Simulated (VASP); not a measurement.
# GaN (P6_3mc) in VASP: G0W0 quasiparticle levels with PBE

Aim: the G0W0 quasiparticle levels of GaN with PBE.

Everything below comes from runs of VASP 6.6.1. Logs are shortened: lines on timing, memory, paths and dates and some standing lists are left out, and cuts for length are marked.

**1. The cell of the first run**

The structure is hexagonal, space group P6_3mc (No. 186). Conventional cell: a = 3.212 Å, b = 3.212 Å, c = 10.357 Å, α = 90.00°, β = 90.00°, γ = 120.00°. Within 2.6 Å of Ga (site symmetry 3m) lie 4 N at 1.95 to 2.00 Å. Within 2.6 Å of Ga (site symmetry 3m) lie 3 N at 1.94 Å. Within 2.6 Å of N (site symmetry 3m) lie 4 Ga at 1.94 to 2.00 Å. Within 2.6 Å of N (site symmetry 3m) lie 3 Ga at 1.95 Å.

**2. G0W0 quasiparticle levels, PBE**

POSCAR reads:

```
GaN
1.0
    3.2115377864      0.0000000000      0.0000000000
   -1.6057688932      2.7812733083      0.0000000000
    0.0000000000      0.0000000000     10.3568400000
Ga N
4 4
Direct
    0.0000000000      0.0000000000      0.7858680000
    0.6666666667      0.3333333333      0.0373490000
    0.3333333333      0.6666666667      0.5373490000
    0.0000000000      0.0000000000      0.2858680000
    0.0000000000      0.0000000000      0.0930380000
    0.6666666667      0.3333333333      0.3437450000
    0.0000000000      0.0000000000      0.5930380000
    0.3333333333      0.6666666667      0.8437450000
```

INCAR.step1 reads:

```
SYSTEM = GaN
PREC = Accurate ; ENCUT = 500
EDIFF = 1E-8 ; ISMEAR = 0
SIGMA = 0.01 ; LREAL = .False.
LASPH = .True. ; NELM = 80
ALGO = Normal ; LWAVE = .True.
LCHARG = .False. ; GGA = PE
```

INCAR.step2 reads:

```
SYSTEM = GaN
PREC = Accurate ; ENCUT = 500
EDIFF = 1E-8 ; ISMEAR = 0
SIGMA = 0.01 ; LREAL = .False.
LASPH = .True. ; NELM = 1
ALGO = Exact ; LWAVE = .True.
LCHARG = .False. ; GGA = PE
NBANDS = 246 ; LOPTICS = .True.
ISTART = 1
```

INCAR.step3 reads:

```
SYSTEM = GaN
PREC = Accurate ; ENCUT = 500
EDIFF = 1E-8 ; ISMEAR = 0
SIGMA = 0.01 ; LREAL = .False.
LASPH = .True. ; ALGO = EVGW0
LWAVE = .False. ; LCHARG = .False.
GGA = PE ; NELMGW = 1
NBANDS = 246 ; ENCUTGW = 100.0
NOMEGA = 96 ; PRECFOCK = Fast
ISTART = 1 ; NBANDSGW = 44
OMEGAMAX = 20
```

KPOINTS reads:

```
Automatic mesh
0
Gamma
  6 6 2
  0 0 0
```

Potentials or basis: VASP PAW PBE potentials, release 64 (Ga_d_GW, N_GW).

Launch:

```
$ cat potpaw_PBE.64/Ga_d_GW/POTCAR potpaw_PBE.64/N_GW/POTCAR > POTCAR
$ cp INCAR.step1 INCAR
$ mpirun -np 1 vasp_std > vasp.out
$ cp INCAR.step2 INCAR
$ mpirun -np 1 vasp_std > vasp.out
$ cp INCAR.step3 INCAR
$ mpirun -np 1 vasp_std > vasp.out
```

OUTCAR:

```text
SYSTEM = GaN
   PREC = Accurate
   ENCUT = 500
   EDIFF = 1E-8
   ISMEAR = 0
   LREAL = .False.
   LASPH = .True.
   GGA = PE
   NELMGW = 1
   ENCUTGW = 100.0
   PRECFOCK = Fast
   ISTART = 1

 ion  position               nearest neighbor table
   1  0.000  0.000  0.786-   8 1.95   8 1.95   8 1.95   7 2.00
   2  0.667  0.333  0.037-   5 1.94   5 1.94   5 1.94
   3  0.333  0.667  0.537-   7 1.94   7 1.94   7 1.94
   4  0.000  0.000  0.286-   6 1.95   6 1.95   6 1.95   5 2.00
   5  0.000  0.000  0.093-   2 1.94   2 1.94   2 1.94   4 2.00
   6  0.667  0.333  0.344-   4 1.95   4 1.95   4 1.95
   7  0.000  0.000  0.593-   3 1.94   3 1.94   3 1.94   1 2.00
   8  0.333  0.667  0.844-   1 1.95   1 1.95   1 1.95

  LATTYP: Found a hexagonal cell.
 ALAT       =     3.2115377864
 C/A-ratio  =     3.2248849893

  Lattice vectors:

 A1 = (   3.2115377864,   0.0000000000,   0.0000000000)
 A2 = (  -1.6057688932,   2.7812733083,   0.0000000000)
 A3 = (   0.0000000000,   0.0000000000,  10.3568400000)

Analysis of symmetry for initial positions (statically):
=====================================================================
 Subroutine PRICEL returns:
 Original cell was already a primitive cell.

 Routine SETGRP: Setting up the symmetry group for a
 hexagonal supercell.

 Subroutine GETGRP returns: Found 12 space group operations
 (whereof  6 operations were pure point group operations)
 out of a pool of 24 trial point group operations.

The static configuration has the point symmetry C_3v.
 The point group associated with its full space group is C_6v.

Analysis of symmetry for dynamics (positions and initial velocities):
=====================================================================
 Subroutine PRICEL returns:
 Original cell was already a primitive cell.

 Routine SETGRP: Setting up the symmetry group for a
 hexagonal supercell.

 Subroutine GETGRP returns: Found 12 space group operations
 (whereof  6 operations were pure point group operations)
 out of a pool of 24 trial point group operations.

The dynamic configuration has the point symmetry C_3v.
 The point group associated with its full space group is C_6v.

 Subroutine INISYM returns: Found 12 space group operations
 (whereof  6 operations are pure point group operations),
 and found     1 'primitive' translations

----------------------------------------------------------------------------------------

[... 64 lines left out ...]
  0.500000  0.000000  0.000000      3.000000
  0.166667  0.166667  0.000000      6.000000
  0.333333  0.166667  0.000000     12.000000
  0.333333  0.333333  0.000000      2.000000
  0.000000  0.000000  0.500000      1.000000
  0.166667  0.000000  0.500000      6.000000
  0.333333  0.000000  0.500000      6.000000
  0.500000  0.000000  0.500000      3.000000
  0.166667  0.166667  0.500000      6.000000
  0.333333  0.166667  0.500000     12.000000
  0.333333  0.333333  0.500000      2.000000
   k-points           NKPTS =     14   k-points in BZ     NKDIM =     72   number of bands    NBANDS=    246
   number of dos      NEDOS =    301   number of ions     NIONS =      8
   total plane-waves  NPLWV =  46080
   dimension x,y,z NGX =    24 NGY =   24 NGZ =   80
   dimension x,y,z NGXF=    48 NGYF=   48 NGZF=  160
   ions per type =               4   4
   NGX,Y,Z   is equivalent  to a cutoff of  12.42, 12.42, 12.84 a.u.
   NGXF,Y,Z  is equivalent  to a cutoff of  24.85, 24.85, 25.68 a.u.
 SYSTEM =  GaN
   PREC   = accura    normal or accurate (medium, high low for compatibility)
   ISTART =      1    job   : 0-new  1-cont  2-samecut
   ICHARG =      0    charge: 1-file 2-atom 10-const
   ISPIN  =      1    spin polarized calculation?
   LNONCOLLINEAR =      F non collinear calculations
   LSORBIT =      F    spin-orbit coupling
   LASPH  =      T    aspherical Exc in radial PAW
   ENCUT  =  500.0 eV  36.75 Ry    6.06 a.u.   5.86  5.86 18.88*2*pi/ulx,y,z
   NELM   =     60;   NELMIN=  2; NELMDL=  0     # of ELM steps
   EDIFF  = 0.1E-07   stopping-criterion for ELM
   LREAL  =      F    real-space projection
   EDIFFG = 0.1E-06   stopping-criterion for IOM
   NSW    =      0    number of steps for IOM
   IBRION =     -1    ionic relax: 0-MD 1-quasi-New 2-CG
   NFREE  =      0    steps in history (QN), initial steepest desc. (CG)
   ISIF   =      0    stress and relaxation
   ISYM   =      3    0-nonsym 1-usesym 2-fastsym
   POTIM  = 0.5000    time-step for ionic-motion
   TEBEG  =    0.0;   TEEND  =   0.0 temperature during run
   PSTRESS=    0.0 pullay stress
   NELECT =      72.0000    total number of electrons
   NUPDOWN=      -1.0000    fix difference up-down
   EMIN   =  10.00;   EMAX   =-10.00  energy-range for DOS
   EFERMI =   0.00;   METHOD = LEGACY
   ISMEAR =     0;   SIGMA  =   0.01  broadening in eV -4-tet -1-fermi 0-gaus
   EFERMI_NEDOS =   21; number of points for ismear=-14 and -15
   IALGO  =     38    algorithm
   IMIX   =      4    mixing-type and parameters
     AMIX     =   0.40;   BMIX     =  1.00
     AMIX_MAG =   1.60;   BMIX_MAG =  1.00
  volume/ion in A,a.u.               =      11.56        78.04
  Fermi-wavevector in a.u.,A,eV,Ry     =   1.505882  2.845705 30.853677  2.267681
  Thomas-Fermi vector in A             =   2.616673
   LORBIT       =      0    0 simple, 1 ext, 2 COOP (PROOUT), +10 PAW based schemes
   GGA     = PE    functional components
   LHFCALC =     T    Hartree Fock is set to
   PRECFOCK=fast      Normal, Fast or Accurate (Low or Medium for compatibility)
   ENCUT4O =  -1.0   cutoff for four orbital integrals eV
   NKREDX  =     1    reduce k-point grid by
   NKREDY  =     1    reduce k-point grid by
   NKREDZ  =     1    reduce k-point grid by
   AEXX    =    1.0000 exact exchange contribution
   HFSCREEN=    0.0000 screening length (either q_TF or 0.3 A-1)
   HFSCREENC=   0.0000 screening length for correlation (either q_TF or 0.3 A-1)
   ENCUTFOCK=  -1.0 apply spherical cutoff to Coloumb kernel
   IVDW    =     0    specifies the selected vdW correction
   LEPSILON=     F    determine dielectric tensor
   LRPA    =     F    only Hartree local field effects (RPA)
   LRPAFORCE           =     F    calculate RPA forces
   ENCUTGW             = 100.0    cutoff for response function in eV
   ENCUTGWSOFT         =  80.0    soft cutoff for Coulomb kernel in GW response function in eV
   ENCUTLF             =  -1.0    cutoff for local field effects
   NELMGW              =     1    number of iterations in solving QP/BSE equation
   NELMHF              =     1    number of iterations in the inner HF iteration
   NKREDLFX            =     1    NKREDLFY  =   1   NKREDLFZ  =   1
 non-spin polarized calculation
 Gauss-broadening in eV      SIGMA  =   0.01
  energy-cutoff  :      500.00
  volume of cell :       92.51
 maximum number of plane-waves:      2366
 NGX is ok and might be reduce to    24
  NGX = 14; NGY = 14; NGZ = 48
   NGX = 11   NGY = 11   NGZ = 37
 maximum number of plane-waves:       220
 NGX is ok and might be reduce to    14

 QP shifts <psi_nk| G(iteration)W_0 |psi_nk>: iteration 1
 for sc-GW calculations column KS-energies equals QP-energies in previous step
 and V_xc(KS)=  KS-energies - (<T + V_ion + V_H > + <T+V_H+V_ion>^1  + <V_x>^1)

 k-point   1 :       0.0000    0.0000    0.0000
  band No.  KS-energies  QP-energies   sigma(KS)   V_xc(KS)     V^pw_x(r,r')   Z            occupation Imag(sigma)

      1     -10.8936     -11.6840     -16.6734     -15.4533     -25.4583       0.6478       2.0000       1.0287
      2     -10.6116     -11.6643     -18.1294     -16.5217     -26.9145       0.6548       2.0000       0.8799
      3      -9.8031     -10.7090     -17.5569     -16.1471     -26.2979       0.6426       2.0000       0.9122
      4      -9.7191     -11.2278     -20.1824     -17.8965     -29.0506       0.6600       2.0000       0.6752
      5      -8.9281     -12.0348     -26.0181     -21.5945     -34.9932       0.7023       2.0000       0.2000
      6      -8.9281     -12.0348     -26.0181     -21.5945     -34.9932       0.7023       2.0000       0.2000
[... 660 lines left out ...]
     43      13.2449      14.0324     -12.6360     -13.6904      -7.6284       0.7470       0.0000      -0.1251
     44      13.2449      14.0324     -12.6360     -13.6904      -7.6284       0.7470       0.0000      -0.1251
```

Run time: 44 min. Hardware: 1 thread of Intel Xeon 6975P-C (Granite Rapids), shared host; peak memory 1.9 GiB.

What came out:

```
Quasiparticle gap                                   : 1.55 eV
Least direct quasiparticle gap                      : 1.55 eV
Band gap of the starting levels on the mesh         : 0.82 eV
Least direct gap of the starting levels on the mesh : 0.82 eV
```

Caveat: the k points lie up to 0.38 Å⁻¹ apart; bands, screening cutoff and mesh are small and nothing is extrapolated, so the quasiparticle values aren't converged.
